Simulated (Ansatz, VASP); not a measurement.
**C in VASP and in Ansatz**

```
CELL_PARAMETERS angstrom
0.00000 1.74964 1.74964
1.74964 0.00000 1.74964
1.74964 1.74964 0.00000
ATOMIC_POSITIONS crystal
C 0.00000 0.00000 0.00000
C 0.25000 0.25000 0.25000
```

Alike in both runs: task electric field gradients; functional PBE; k mesh 13 × 13 × 13; occupations fermi-dirac, width 0.05 eV; no spin polarisation.

|  | VASP | Ansatz |
| --- | --- | --- |
| version | VASP 6.6.1 | Ansatz 0.2.0 |
| potentials or method | VASP PAW PBE potentials, release 64 (C) | PAW with Ansatz's default frozen-core files, scalar-relativistic |
| plane-wave cutoff (eV) | 520 | 420 |
| valence electrons in the cell | 8 | 8 |

VASP gave:

* gap on the k mesh at the Fermi level (eV): 4.27

**Question.** Estimate Ansatz's values.

**Answer.** gap on the k mesh at the Fermi level (eV): 4.28.
